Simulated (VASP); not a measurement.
# TiO2 (Pbcn) in VASP: settings compared

Aim: see how the results for TiO2 move with the level of theory and the settings. Levels: PBE, PBEsol+D3(BJ), BLYP+D3(BJ). Tasks: single point.

Program: VASP 6.6.1. These are calculated values, not measurements. Logs are shortened: lines on timing, memory, paths and dates and some standing lists are left out, and cuts for length are marked.

### 1 The cell of the first run

Symmetry: Pbcn, No. 60, orthorhombic system. Conventional cell: a = 4.545 Å, b = 5.520 Å, c = 4.909 Å, α = 90.00°, β = 90.00°, γ = 90.00°. Within 2.5 Å of Ti (site symmetry 2) lie 6 O at 1.88 to 2.09 Å. O (site symmetry 1) has 3 Ti at 1.88 to 2.09 Å within 2.5 Å.

### 2 Single point, PBE

File INCAR:

```
ALGO     = Normal         # electronic algorithm
EDIFF    = 1E-6           # SCF threshold, eV
ENCUT    = 520            # plane-wave cutoff, eV
GGA      = PE             # functional
ISIF     = 2              # what is computed and relaxed
ISMEAR   = -1             # smearing method
LASPH    = True           # aspherical terms in the spheres
LCHARG   = True           # write CHGCAR
LELF     = True           # ELF
LREAL    = False          # projectors in reciprocal space
LVHAR    = True         
LWAVE    = False          # write WAVECAR
NBANDS   = 60             # bands
NELM     = 80             # most SCF steps
PREC     = Accurate       # precision mode
SIGMA    = 0.05           # smearing width, eV
```

File KPOINTS:

```
k-points
0
Gamma
  6 5 6
```

File POSCAR:

```
TiO2
1.0
    4.5453495500      0.0000000000      0.0000000000
    0.0000000000      5.5196194400      0.0000000000
    0.0000000000      0.0000000000      4.9091968600
Ti O
4 8
Direct
    0.0000000000      0.1729909300      0.7500000000
    0.5000000000      0.3270090700      0.2500000000
    0.0000000000      0.8270090700      0.2500000000
    0.5000000000      0.6729909300      0.7500000000
    0.2714506200      0.3817246400      0.9186490800
    0.7714506200      0.1182753600      0.0813509200
    0.2285493800      0.1182753600      0.4186490800
    0.7285493800      0.3817246400      0.5813509200
    0.2714506200      0.6182753600      0.4186490800
    0.7714506200      0.8817246400      0.5813509200
    0.2285493800      0.8817246400      0.9186490800
    0.7285493800      0.6182753600      0.0813509200
```

Potentials or basis: VASP PAW PBE potentials, release 64 (Ti_sv, O).

Run with:

```
$ cat potpaw_PBE.64/Ti_sv/POTCAR potpaw_PBE.64/O/POTCAR > POTCAR
$ mpirun -np 1 vasp_std > vasp.out
```

OUTCAR:

```text
EDIFF = 1E-6
   ENCUT = 520
   GGA = PE
   ISIF = 2
   ISMEAR = -1
   LASPH = True
   LREAL = False
   NELM = 80
   PREC = Accurate

 ion  position               nearest neighbor table
   1  0.000  0.173  0.750-   5 1.88   8 1.88   7 1.95   6 1.95  10 2.09  11 2.09
   2  0.500  0.327  0.250-   6 1.88   7 1.88   5 1.95   8 1.95   9 2.09  12 2.09
   3  0.000  0.827  0.250-   9 1.88  12 1.88  11 1.95  10 1.95   6 2.09   7 2.09
   4  0.500  0.673  0.750-  10 1.88  11 1.88   9 1.95  12 1.95   5 2.09   8 2.09
   5  0.271  0.382  0.919-   1 1.88   2 1.95   4 2.09
   6  0.771  0.118  0.081-   2 1.88   1 1.95   3 2.09
   7  0.229  0.118  0.419-   2 1.88   1 1.95   3 2.09
   8  0.729  0.382  0.581-   1 1.88   2 1.95   4 2.09
   9  0.271  0.618  0.419-   3 1.88   4 1.95   2 2.09
  10  0.771  0.882  0.581-   4 1.88   3 1.95   1 2.09
  11  0.229  0.882  0.919-   4 1.88   3 1.95   1 2.09
  12  0.729  0.618  0.081-   3 1.88   4 1.95   2 2.09

  LATTYP: Found a simple orthorhombic cell.
 ALAT       =     4.5453495500
 B/A-ratio  =     1.0800482572
 C/A-ratio  =     1.2143443269

  Lattice vectors:

 A1 = (  -4.5453495500,   0.0000000000,   0.0000000000)
 A2 = (   0.0000000000,   0.0000000000,   4.9091968600)
 A3 = (   0.0000000000,   5.5196194400,   0.0000000000)

Analysis of symmetry for initial positions (statically):
=====================================================================
 Subroutine PRICEL returns:
 Original cell was already a primitive cell.

 Routine SETGRP: Setting up the symmetry group for a
 simple orthorhombic supercell.

 Subroutine GETGRP returns: Found  8 space group operations
 (whereof  2 operations were pure point group operations)
 out of a pool of  8 trial point group operations.

The static configuration has the point symmetry S_2 .
 The point group associated with its full space group is D_2h.

Analysis of symmetry for dynamics (positions and initial velocities):
=====================================================================
 Subroutine PRICEL returns:
 Original cell was already a primitive cell.

 Routine SETGRP: Setting up the symmetry group for a
 simple orthorhombic supercell.

 Subroutine GETGRP returns: Found  8 space group operations
 (whereof  2 operations were pure point group operations)
 out of a pool of  8 trial point group operations.

The dynamic configuration has the point symmetry S_2 .
 The point group associated with its full space group is D_2h.

 Subroutine INISYM returns: Found  8 space group operations
 (whereof  2 operations are pure point group operations),
 and found     1 'primitive' translations

----------------------------------------------------------------------------------------

                                     Primitive cell

  volume of cell :     123.1649

  direct lattice vectors                    reciprocal lattice vectors
     4.545349550  0.000000000  0.000000000     0.220005082  0.000000000  0.000000000
     0.000000000  5.519619440  0.000000000     0.000000000  0.181171911  0.000000000
     0.000000000  0.000000000  4.909196860     0.000000000  0.000000000  0.203699307

  length of vectors
     4.545349550  5.519619440  4.909196860     0.220005082  0.181171911  0.203699307

  position of ions in fractional coordinates (direct lattice)
     0.000000000  0.172990930  0.750000000
     0.500000000  0.327009070  0.250000000
     0.000000000  0.827009070  0.250000000
     0.500000000  0.672990930  0.750000000
     0.271450620  0.381724640  0.918649080
     0.771450620  0.118275360  0.081350920
     0.228549380  0.118275360  0.418649080
     0.728549380  0.381724640  0.581350920
     0.271450620  0.618275360  0.418649080
     0.771450620  0.881724640  0.581350920
     0.228549380  0.881724640  0.918649080
     0.728549380  0.618275360  0.081350920

  ion indices of the primitive-cell ions
   primitive index   ion index
                 1           1
                 2           2
                 3           3
                 4           4
                 5           5
                 6           6
                 7           7
                 8           8
                 9           9
                10          10
                11          11
                12          12

----------------------------------------------------------------------------------------

 KPOINTS: k-points

Automatic generation of k-mesh.
 Grid dimensions read from file:
 generate k-points for:    6    5    6

 Generating k-lattice:

  Cartesian coordinates                     Fractional coordinates (reciprocal lattice)
     0.036667514  0.000000000  0.000000000     0.166666667  0.000000000  0.000000000
     0.000000000  0.036234382  0.000000000     0.000000000  0.200000000  0.000000000
     0.000000000  0.000000000  0.033949885     0.000000000  0.000000000  0.166666667

  Length of vectors
     0.036667514  0.036234382  0.033949885

  Shift w.r.t. Gamma in fractional coordinates (k-lattice)
     0.000000000  0.000000000  0.000000000

 Subroutine IBZKPT returns following result:
 ===========================================

 Found     48 irreducible k-points:

 Following reciprocal coordinates:
            Coordinates               Weight
  0.000000  0.000000  0.000000      1.000000
  0.166667  0.000000  0.000000      2.000000
  0.333333  0.000000  0.000000      2.000000
  0.500000  0.000000  0.000000      1.000000
  0.000000  0.200000  0.000000      2.000000
  0.166667  0.200000  0.000000      4.000000
[... 16 lines left out ...]
  0.333333  0.400000  0.166667      8.000000
  0.500000  0.400000  0.166667      4.000000
 [... further k-points ...]
   k-points           NKPTS =     48   k-points in BZ     NKDIM =     48   number of bands    NBANDS=     60
   number of dos      NEDOS =    301   number of ions     NIONS =     12
   total plane-waves  NPLWV =  60480
   dimension x,y,z NGX =    36 NGY =   42 NGZ =   40
   dimension x,y,z NGXF=    72 NGYF=   84 NGZF=   80
   ions per type =               4   8
   NGX,Y,Z   is equivalent  to a cutoff of  13.17, 12.65, 13.55 a.u.
   NGXF,Y,Z  is equivalent  to a cutoff of  26.33, 25.30, 27.09 a.u.
 SYSTEM =  unknown system
   PREC   = accura    normal or accurate (medium, high low for compatibility)
   ISTART =      0    job   : 0-new  1-cont  2-samecut
   ICHARG =      2    charge: 1-file 2-atom 10-const
   ISPIN  =      1    spin polarized calculation?
   LNONCOLLINEAR =      F non collinear calculations
   LSORBIT =      F    spin-orbit coupling
   LASPH  =      T    aspherical Exc in radial PAW
   ENCUT  =  520.0 eV  38.22 Ry    6.18 a.u.   8.45 10.26  9.13*2*pi/ulx,y,z
   NELM   =     80;   NELMIN=  2; NELMDL= -5     # of ELM steps
   EDIFF  = 0.1E-05   stopping-criterion for ELM
   LREAL  =      F    real-space projection
   EDIFFG = 0.1E-04   stopping-criterion for IOM
   NSW    =      0    number of steps for IOM
   IBRION =     -1    ionic relax: 0-MD 1-quasi-New 2-CG
   NFREE  =      0    steps in history (QN), initial steepest desc. (CG)
   ISIF   =      2    stress and relaxation
   ISYM   =      2    0-nonsym 1-usesym 2-fastsym
   POTIM  = 0.5000    time-step for ionic-motion
   TEBEG  =    0.0;   TEEND  =   0.0 temperature during run
   PSTRESS=    0.0 pullay stress
   NELECT =      96.0000    total number of electrons
   NUPDOWN=      -1.0000    fix difference up-down
   EMIN   =  10.00;   EMAX   =-10.00  energy-range for DOS
   EFERMI =   0.00;   METHOD = LEGACY
   ISMEAR =    -1;   SIGMA  =   0.05  broadening in eV -4-tet -1-fermi 0-gaus
   EFERMI_NEDOS =   21; number of points for ismear=-14 and -15
   IALGO  =     38    algorithm
   IMIX   =      4    mixing-type and parameters
     AMIX     =   0.40;   BMIX     =  1.00
     AMIX_MAG =   1.60;   BMIX_MAG =  1.00
  volume/ion in A,a.u.               =      10.26        69.26
  Fermi-wavevector in a.u.,A,eV,Ry     =   1.506617  2.847094 30.883806  2.269896
  Thomas-Fermi vector in A             =   2.617311
   LORBIT       =      0    0 simple, 1 ext, 2 COOP (PROOUT), +10 PAW based schemes
   GGA     = PE    functional components
   LHFCALC =     F    Hartree Fock is set to
   AEXX    =    0.0000 exact exchange contribution
   IVDW    =     0    specifies the selected vdW correction
   LEPSILON=     F    determine dielectric tensor
   LRPA    =     F    only Hartree local field effects (RPA)
 non-spin polarized calculation
  energy-cutoff  :      520.00
  volume of cell :      123.16
 maximum number of plane-waves:      3342
 NGX is ok and might be reduce to    36
   NGX = 17   NGY = 21   NGZ = 19

 number of electron      96.0000013 magnetization

 Free energy of the ion-electron system (eV)
  ---------------------------------------------------
  ext. energy  EPLUGINS =         0.00000000
  ---------------------------------------------------
  free energy    TOTEN  =      -107.36087620 eV

  energy without entropy =     -107.36087620  energy(sigma->0) =     -107.36087620

 E-fermi :   5.6693     XC(G=0): -11.5228

 val. band max:        4.6430364097   @ k =   0.0000   0.0000   0.0000
 cond. band min:       7.2400046706   @ k =   0.0000   0.0000   0.5000
 fundamental gap:      2.5969682609
 Fermi energy:         5.6692813015

 k-point     1 :       0.0000    0.0000    0.0000
  band No.  band energies     occupation
      1     -51.8053      2.00000
      2     -51.7834      2.00000
      3     -51.7754      2.00000
      4     -51.7698      2.00000
      5     -28.2421      2.00000
      6     -28.1648      2.00000
[... 52 lines left out ...]
     59       9.0355      0.00000
     60       9.3106      0.00000

 k-point     2 :       0.1667    0.0000    0.0000
  band No.  band energies     occupation
      1     -51.8038      2.00000
      2     -51.7849      2.00000
      3     -51.7750      2.00000
      4     -51.7702      2.00000
      5     -28.2314      2.00000
      6     -28.1588      2.00000
[... 1375 lines left out ...]
     59       8.8064      0.00000
     60       8.9208      0.00000

 k-point    24 :       0.5000    0.4000    0.1667
  band No.  band energies     occupation
      1     -51.7927      2.00000
      2     -51.7927      2.00000
      3     -51.7741      2.00000
      4     -51.7741      2.00000
      5     -28.1916      2.00000
      6     -28.1916      2.00000
[... 52 lines left out ...]
     59       8.7079      0.00000
     60       8.7079      0.00000

 [... further k-points ...]
[... 5 lines left out ...]
  --------------------------------------------------------------------------------------
  -------------------------------------------------------------------------------------
  Total        3.7193234      3.6855727      3.6923951      0.0000000      0.0000000     -0.0000000
  in kB       48.3824273     47.9433846     48.0321336      0.0000000      0.0000000     -0.0000000
  external PRESSURE =      48.1193151 kB  Pullay stress =       0.0000000 kB

 VOLUME and BASIS-vectors are now :
 -----------------------------------------------------------------------------
  energy-cutoff  :      520.00
  volume of cell :      123.16
      direct lattice vectors                 reciprocal lattice vectors
     4.545349550  0.000000000  0.000000000     0.220005082  0.000000000  0.000000000
     0.000000000  5.519619440  0.000000000     0.000000000  0.181171911  0.000000000
     0.000000000  0.000000000  4.909196860     0.000000000  0.000000000  0.203699307

 POSITION                                       TOTAL-FORCE (eV/Angst)
 -----------------------------------------------------------------------------------
      0.00000      0.95484      3.68190         0.000000      0.085757      0.000000
      2.27267      1.80497      1.22730         0.000000     -0.085757      0.000000
      0.00000      4.56478      1.22730         0.000000     -0.085757     -0.000000
      2.27267      3.71465      3.68190         0.000000      0.085757     -0.000000
      1.23384      2.10697      4.50983        -0.044623     -0.011371     -0.005820
      3.50651      0.65283      0.39937        -0.044623      0.011371      0.005820
      1.03884      0.65283      2.05523         0.044623      0.011371     -0.005820
      3.31151      2.10697      2.85397         0.044623     -0.011371      0.005820
      1.23384      3.41264      2.05523        -0.044623      0.011371     -0.005820
      3.50651      4.86678      2.85397        -0.044623     -0.011371      0.005820
      1.03884      4.86678      4.50983         0.044623     -0.011371     -0.005820
      3.31151      3.41264      0.39937         0.044623      0.011371      0.005820
 -----------------------------------------------------------------------------------
    total drift:                                0.000000      0.000000      0.000000

  FREE ENERGIE OF THE ION-ELECTRON SYSTEM (eV)
  ---------------------------------------------------
  free  energy   TOTEN  =      -107.3608762036 eV

  energy  without entropy=     -107.3608762035  energy(sigma->0) =     -107.36087620
```

Wall time 4.8 min (1 thread of AMD EPYC 7R13 (Zen 3), shared host); peak memory 0.36 GiB.

What came out:

- Free energy: -107.3609 eV
- Pressure: 4.8 GPa
- Largest force: 0.086 eV/Å
- Band gap on the k mesh: 2.60 eV, indirect (least direct gap 2.65 eV)

Forces on the atoms (eV/Å):
```
Ti   0.000  0.086  0.000
Ti   0.000 -0.086  0.000
Ti   0.000 -0.086  0.000
Ti   0.000  0.086  0.000
O   -0.045 -0.011 -0.006
O   -0.045  0.011  0.006
O    0.045  0.011 -0.006
O    0.045 -0.011  0.006
O   -0.045  0.011 -0.006
O   -0.045 -0.011  0.006
O    0.045 -0.011 -0.006
O    0.045  0.011  0.006
```

Levels at points of the mesh, in eV from the valence-band top:
| k point | band 46 | band 47 | band 48 | band 49 | band 50 | band 51 |
| --- | --- | --- | --- | --- | --- | --- |
| (0.00, 0.00, 0.00) | -0.43 | -0.03 | 0.00 | 2.65 | 2.66 | 2.79 |
| (0.50, 0.00, 0.00) | -0.50 | -0.26 | -0.26 | 3.08 | 3.08 | 3.22 |
| (0.00, 0.00, 0.50) | -0.45 | -0.31 | -0.31 | 2.60 | 2.60 | 3.01 |
| (0.50, 0.00, 0.50) | -0.50 | -0.50 | -0.50 | 2.96 | 2.96 | 2.96 |

A k mesh can miss the band edges.

(Part 1 of 2 ends here.)
